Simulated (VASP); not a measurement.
# AlN (Cmc2_1) in VASP: notebook

The runs below take AlN through single point, with LDA.

Everything below comes from runs of VASP 6.6.1. Logs are shortened: lines on timing, memory, paths and dates and some standing lists are left out, and cuts for length are marked.

## (1) The cell of the first run

It takes space group Cmc2_1 (No. 36, orthorhombic). Conventional cell: a = 3.073 Å, b = 5.343 Å, c = 4.979 Å, α = 90.00°, β = 90.00°, γ = 90.00°. Within 2.5 Å of Al (site symmetry m) lie 4 N at 1.87 to 1.90 Å. Within 2.5 Å of N (site symmetry m) lie 4 Al at 1.87 to 1.90 Å.

## (2) Single point, LDA

The input, INCAR:

```
ALGO = Normal ; EDIFF = 1E-6
ENCUT = 600 ; GGA = CA
GGA_COMPAT = False ; ISIF = 2
ISMEAR = 0 ; LASPH = True
LCHARG = False ; LREAL = False
LWAVE = False ; NBANDS = 26
NELM = 120 ; PREC = Accurate
SIGMA = 0.1
```

The input, KPOINTS:

```
k-points
0
Gamma
  6 4 4
```

The input, POSCAR:

```
AlN
1.0
    3.0725901392      0.0000000000      0.0000000000
    0.0000000000      4.9794857685      0.0000000000
    0.0000000000      0.0000000000      5.3433337146
Al N
4 4
Direct
    0.0000000000      0.0019998331      0.3333333333
    0.5000000000      0.0019998331      0.8333333333
    0.5000000000      0.5019998331      0.1666666667
    0.0000000000      0.5019998331      0.6666666667
    0.0000000000      0.6200001669      0.3333333333
    0.5000000000      0.6200001669      0.8333333333
    0.5000000000      0.1200001669      0.1666666667
    0.0000000000      0.1200001669      0.6666666667
```

Potentials or basis: VASP PAW LDA potentials, release 64 (Al, N).

On the command line:

```sh
cat potpaw_LDA.64/Al/POTCAR potpaw_LDA.64/N/POTCAR > POTCAR
mpirun -np 1 vasp_std > vasp.out
```

OUTCAR:

```text
EDIFF = 1E-6
   ENCUT = 600
   GGA = CA
   ISIF = 2
   ISMEAR = 0
   LASPH = True
   LREAL = False
   NELM = 120
   PREC = Accurate

 ion  position               nearest neighbor table
   1  0.000  0.002  0.333-   7 1.87   7 1.87   8 1.88   5 1.90   3 3.06   3 3.06   3 3.06   3 3.06
                             4 3.06   4 3.06   2 3.08   2 3.08   2 3.08   2 3.08
   2  0.500  0.002  0.833-   8 1.87   8 1.87   7 1.88   6 1.90   4 3.06   4 3.06   4 3.06   4 3.06
                             3 3.06   3 3.06   1 3.08   1 3.08   1 3.08   1 3.08
   3  0.500  0.502  0.167-   5 1.87   5 1.87   6 1.88   7 1.90   1 3.06   1 3.06   1 3.06   1 3.06
                             2 3.06   2 3.06   4 3.08   4 3.08   4 3.08   4 3.08
   4  0.000  0.502  0.667-   6 1.87   6 1.87   5 1.88   8 1.90   2 3.06   2 3.06   2 3.06   2 3.06
                             1 3.06   1 3.06   3 3.08   3 3.08   3 3.08   3 3.08
   5  0.000  0.620  0.333-   3 1.87   3 1.87   4 1.88   1 1.90
   6  0.500  0.620  0.833-   4 1.87   4 1.87   3 1.88   2 1.90
   7  0.500  0.120  0.167-   1 1.87   1 1.87   2 1.88   3 1.90
   8  0.000  0.120  0.667-   2 1.87   2 1.87   1 1.88   4 1.90

  LATTYP: Found a simple orthorhombic cell.
 ALAT       =     3.0725901392
 B/A-ratio  =     1.6206150326
 C/A-ratio  =     1.7390323709

  Lattice vectors:

 A1 = (   3.0725901392,   0.0000000000,   0.0000000000)
 A2 = (   0.0000000000,   4.9794857685,   0.0000000000)
 A3 = (   0.0000000000,   0.0000000000,   5.3433337146)

Analysis of symmetry for initial positions (statically):
=====================================================================
 Subroutine PRICEL returns following result:

  LATTYP: Found a base centered orthorhombic cell.
 ALAT       =     3.0725901392
 B/A-ratio  =     1.7390323709
 C/A-ratio  =     1.6206150326

  Lattice vectors:

 A1 = (   1.5362950696,   0.0000000000,   2.6716668573)
 A2 = (   1.5362950696,   0.0000000000,  -2.6716668573)
 A3 = (   0.0000000000,   4.9794857685,   0.0000000000)

   2 primitive cells build up your supercell.

 Routine SETGRP: Setting up the symmetry group for a
 simple orthorhombic supercell.

 Subroutine GETGRP returns: Found  4 space group operations
 (whereof  2 operations were pure point group operations)
 out of a pool of  8 trial point group operations.

The static configuration has the point symmetry C_1h.
 The point group associated with its full space group is C_2v.

Analysis of symmetry for dynamics (positions and initial velocities):
=====================================================================
 Subroutine PRICEL returns following result:

  LATTYP: Found a base centered orthorhombic cell.
 ALAT       =     3.0725901392
 B/A-ratio  =     1.7390323709
 C/A-ratio  =     1.6206150326

  Lattice vectors:

 A1 = (   1.5362950696,   0.0000000000,   2.6716668573)
 A2 = (   1.5362950696,   0.0000000000,  -2.6716668573)
 A3 = (   0.0000000000,   4.9794857685,   0.0000000000)

   2 primitive cells build up your supercell.

 Routine SETGRP: Setting up the symmetry group for a
 simple orthorhombic supercell.

 Subroutine GETGRP returns: Found  4 space group operations
 (whereof  2 operations were pure point group operations)
 out of a pool of  8 trial point group operations.

The dynamic configuration has the point symmetry C_1h.
 The point group associated with its full space group is C_2v.

 Subroutine INISYM returns: Found  4 space group operations
 (whereof  2 operations are pure point group operations),
 and found     2 'primitive' translations

----------------------------------------------------------------------------------------

                                     Primitive cell

  volume of cell :      40.8763

  direct lattice vectors                    reciprocal lattice vectors
     1.536295070  0.000000000  2.671666857     0.325458312  0.000000000  0.187149082
     1.536295070  0.000000000 -2.671666857     0.325458312  0.000000000 -0.187149082
     0.000000000  4.979485769  0.000000000     0.000000000  0.200823950  0.000000000

  length of vectors
     3.081883570  3.081883570  4.979485769     0.375430275  0.375430275  0.200823950

  position of ions in fractional coordinates (direct lattice)
     0.333333333  0.666666667  0.001999833
     0.666666667  0.333333333  0.501999833
     0.333333333  0.666666667  0.620000167
     0.666666667  0.333333333  0.120000167

  ion indices of the primitive-cell ions
   primitive index   ion index
                 1           1
                 2           4
                 3           5
                 4           8

----------------------------------------------------------------------------------------

 KPOINTS: k-points

Automatic generation of k-mesh.
 Grid dimensions read from file:
 generate k-points for:    6    4    4

 Generating k-lattice:

  Cartesian coordinates                     Fractional coordinates (reciprocal lattice)
     0.054243052  0.000000000  0.000000000     0.166666667  0.000000000  0.000000000
     0.000000000  0.050205987  0.000000000     0.000000000  0.250000000  0.000000000
     0.000000000  0.000000000  0.046787271     0.000000000  0.000000000  0.250000000

  Length of vectors
     0.054243052  0.050205987  0.046787271

  Shift w.r.t. Gamma in fractional coordinates (k-lattice)
     0.000000000  0.000000000  0.000000000

 Subroutine IBZKPT returns following result:
 ===========================================

 Found     36 irreducible k-points:

 Following reciprocal coordinates:
            Coordinates               Weight
  0.000000  0.000000  0.000000      1.000000
  0.166667  0.000000  0.000000      2.000000
  0.333333  0.000000  0.000000      2.000000
  0.500000  0.000000  0.000000      1.000000
  0.000000  0.250000  0.000000      2.000000
  0.166667  0.250000  0.000000      4.000000
[... 16 lines left out ...]
  0.333333  0.500000  0.250000      4.000000
  0.500000  0.500000  0.250000      2.000000
 [... further k-points ...]
   k-points           NKPTS =     36   k-points in BZ     NKDIM =     36   number of bands    NBANDS=     26
   number of dos      NEDOS =    301   number of ions     NIONS =      8
   total plane-waves  NPLWV =  53760
   dimension x,y,z NGX =    28 NGY =   40 NGZ =   48
   dimension x,y,z NGXF=    56 NGYF=   80 NGZF=   96
   ions per type =               4   4
   NGX,Y,Z   is equivalent  to a cutoff of  15.15, 13.35, 14.93 a.u.
   NGXF,Y,Z  is equivalent  to a cutoff of  30.30, 26.71, 29.87 a.u.
 SYSTEM =  unknown system
   PREC   = accura    normal or accurate (medium, high low for compatibility)
   ISTART =      0    job   : 0-new  1-cont  2-samecut
   ICHARG =      2    charge: 1-file 2-atom 10-const
   ISPIN  =      1    spin polarized calculation?
   LNONCOLLINEAR =      F non collinear calculations
   LSORBIT =      F    spin-orbit coupling
   LASPH  =      T    aspherical Exc in radial PAW
   ENCUT  =  600.0 eV  44.10 Ry    6.64 a.u.   6.14  9.95 10.67*2*pi/ulx,y,z
   NELM   =    120;   NELMIN=  2; NELMDL= -5     # of ELM steps
   EDIFF  = 0.1E-05   stopping-criterion for ELM
   LREAL  =      F    real-space projection
   EDIFFG = 0.1E-04   stopping-criterion for IOM
   NSW    =      0    number of steps for IOM
   IBRION =     -1    ionic relax: 0-MD 1-quasi-New 2-CG
   NFREE  =      0    steps in history (QN), initial steepest desc. (CG)
   ISIF   =      2    stress and relaxation
   ISYM   =      2    0-nonsym 1-usesym 2-fastsym
   POTIM  = 0.5000    time-step for ionic-motion
   TEBEG  =    0.0;   TEEND  =   0.0 temperature during run
   PSTRESS=    0.0 pullay stress
   NELECT =      32.0000    total number of electrons
   NUPDOWN=      -1.0000    fix difference up-down
   EMIN   =  10.00;   EMAX   =-10.00  energy-range for DOS
   EFERMI =   0.00;   METHOD = LEGACY
   ISMEAR =     0;   SIGMA  =   0.10  broadening in eV -4-tet -1-fermi 0-gaus
   EFERMI_NEDOS =   21; number of points for ismear=-14 and -15
   IALGO  =     38    algorithm
   IMIX   =      4    mixing-type and parameters
     AMIX     =   0.40;   BMIX     =  1.00
     AMIX_MAG =   1.60;   BMIX_MAG =  1.00
  volume/ion in A,a.u.               =      10.22        68.96
  Fermi-wavevector in a.u.,A,eV,Ry     =   1.197543  2.263028 19.512232  1.434109
  Thomas-Fermi vector in A             =   2.333455
   LORBIT       =      0    0 simple, 1 ext, 2 COOP (PROOUT), +10 PAW based schemes
   GGA     = CA    functional components
   LHFCALC =     F    Hartree Fock is set to
   AEXX    =    0.0000 exact exchange contribution
   IVDW    =     0    specifies the selected vdW correction
   LEPSILON=     F    determine dielectric tensor
   LRPA    =     F    only Hartree local field effects (RPA)
 non-spin polarized calculation
 Gauss-broadening in eV      SIGMA  =   0.10
  energy-cutoff  :      600.00
  volume of cell :       81.75
 maximum number of plane-waves:      2756
 NGX is ok and might be reduce to    28
   NGX = 13   NGY = 19   NGZ = 21

 number of electron      31.9999996 magnetization

 Free energy of the ion-electron system (eV)
  ---------------------------------------------------
  ext. energy  EPLUGINS =         0.00000000
  ---------------------------------------------------
  free energy    TOTEN  =       -65.67504420 eV

  energy without entropy =      -65.67504420  energy(sigma->0) =      -65.67504420

 E-fermi :   6.5366     XC(G=0): -11.3398

 val. band max:        6.0699054634   @ k =   0.0000   0.0000   0.0000
 cond. band min:      10.5111143479   @ k =   0.0000   0.0000   0.0000
 fundamental gap:      4.4412088845
 Fermi energy:         6.5366024652

 k-point     1 :       0.0000    0.0000    0.0000
  band No.  band energies     occupation
      1      -9.0614      2.00000
      2      -6.9645      2.00000
      3      -6.8179      2.00000
      4      -6.2298      2.00000
      5      -0.0735      2.00000
      6       0.5004      2.00000
[... 18 lines left out ...]
     25      17.2603      0.00000
     26      17.3351      0.00000

 k-point     2 :       0.1667    0.0000    0.0000
  band No.  band energies     occupation
      1      -8.7830      2.00000
      2      -6.7896      2.00000
      3      -6.6572      2.00000
      4      -6.2157      2.00000
      5       0.2515      2.00000
      6       0.7629      2.00000
[... 18 lines left out ...]
     25      16.8877      0.00000
     26      18.1373      0.00000

 k-point     3 :       0.3333    0.0000    0.0000
  band No.  band energies     occupation
      1      -8.0226      2.00000
      2      -6.3889      2.00000
      3      -6.3792      2.00000
      4      -6.3043      2.00000
      5       1.1436      2.00000
      6       1.1729      2.00000
[... 18 lines left out ...]
     25      17.0588      0.00000
     26      17.6683      0.00000

 k-point     4 :       0.5000    0.0000    0.0000
  band No.  band energies     occupation
      1      -7.0551      2.00000
      2      -7.0551      2.00000
      3      -6.1309      2.00000
      4      -6.1309      2.00000
      5       1.3829      2.00000
      6       1.3829      2.00000
[... 18 lines left out ...]
     25      16.9337      0.00000
     26      16.9337      0.00000
[... 496 lines left out ...]
      1      -7.7309      2.00000
      2      -7.7309      2.00000
      3      -6.7303      2.00000
      4      -6.7303      2.00000
      5       1.0398      2.00000
      6       1.0398      2.00000
[... 18 lines left out ...]
     25      17.4264      0.00000
     26      17.4283      0.00000

 k-point    23 :       0.3333    0.5000    0.2500
  band No.  band energies     occupation
      1      -7.1424      2.00000
      2      -7.1424      2.00000
      3      -6.4817      2.00000
      4      -6.4817      2.00000
      5       0.8843      2.00000
      6       0.8843      2.00000
[... 18 lines left out ...]
     25      17.5699      0.00000
     26      17.5839      0.00000

 k-point    24 :       0.5000    0.5000    0.2500
  band No.  band energies     occupation
      1      -6.5720      2.00000
      2      -6.5720      2.00000
      3      -6.5720      2.00000
      4      -6.5720      2.00000
      5       0.6585      2.00000
      6       0.6585      2.00000
[... 18 lines left out ...]
     25      17.3154      0.00000
     26      17.3154      0.00000

 [... further k-points ...]

------------------------ aborting loop because EDIFF is reached ----------------------------------------

  FORCE on cell =-STRESS in cart. coord.  units (eV):
  Direction    XX          YY          ZZ          XY          YZ          ZX
  --------------------------------------------------------------------------------------
  -------------------------------------------------------------------------------------
  Total        1.3885866     -1.2762124      0.6066310      0.0000000      0.0000000      0.0000000
  in kB       27.2133566    -25.0110610     11.8886833      0.0000000      0.0000000      0.0000000
  external PRESSURE =       4.6969929 kB  Pullay stress =       0.0000000 kB

 VOLUME and BASIS-vectors are now :
 -----------------------------------------------------------------------------
  energy-cutoff  :      600.00
  volume of cell :       81.75
      direct lattice vectors                 reciprocal lattice vectors
     3.072590139  0.000000000  0.000000000     0.325458312  0.000000000  0.000000000
     0.000000000  4.979485769  0.000000000     0.000000000  0.200823950  0.000000000
     0.000000000  0.000000000  5.343333715     0.000000000  0.000000000  0.187149082

 POSITION                                       TOTAL-FORCE (eV/Angst)
 -----------------------------------------------------------------------------------
      0.00000      0.00996      1.78111         0.000000     -0.129585      0.038927
      1.53630      0.00996      4.45278         0.000000     -0.129585      0.038927
      1.53630      2.49970      0.89056         0.000000     -0.129585     -0.038927
      0.00000      2.49970      3.56222         0.000000     -0.129585     -0.038927
      0.00000      3.08728      1.78111         0.000000      0.129585      0.045255
      1.53630      3.08728      4.45278        -0.000000      0.129585      0.045255
      1.53630      0.59754      0.89056        -0.000000      0.129585     -0.045255
      0.00000      0.59754      3.56222         0.000000      0.129585     -0.045255
 -----------------------------------------------------------------------------------
    total drift:                                0.000000      0.001150     -0.000001

  FREE ENERGIE OF THE ION-ELECTRON SYSTEM (eV)
  ---------------------------------------------------
  free  energy   TOTEN  =       -65.6750441955 eV

  energy  without entropy=      -65.6750441955  energy(sigma->0) =      -65.67504420
```

Run time: 45 s. Hardware: 1 thread of AMD EPYC 9R45 (Zen 5), shared host; peak memory 0.19 GiB.

What came out:

| Quantity | Value |
| --- | --- |
| Free energy | -65.6750 eV |
| Pressure | 0.5 GPa |
| Largest force | 0.137 eV/Å |
| Band gap on the k mesh | 4.44 eV |

Forces in eV/Å, atoms in the order of the input:
```
Al   0.000 -0.130  0.039
Al   0.000 -0.130  0.039
Al   0.000 -0.130 -0.039
Al   0.000 -0.130 -0.039
N    0.000  0.130  0.045
N    0.000  0.130  0.045
N    0.000  0.130 -0.045
N    0.000  0.130 -0.045
```

Stress tensor (GPa, compression positive):
```
 2.72  0.00  0.00
 0.00 -2.50  0.00
 0.00  0.00  1.19
```

[end of part 1 of 2]
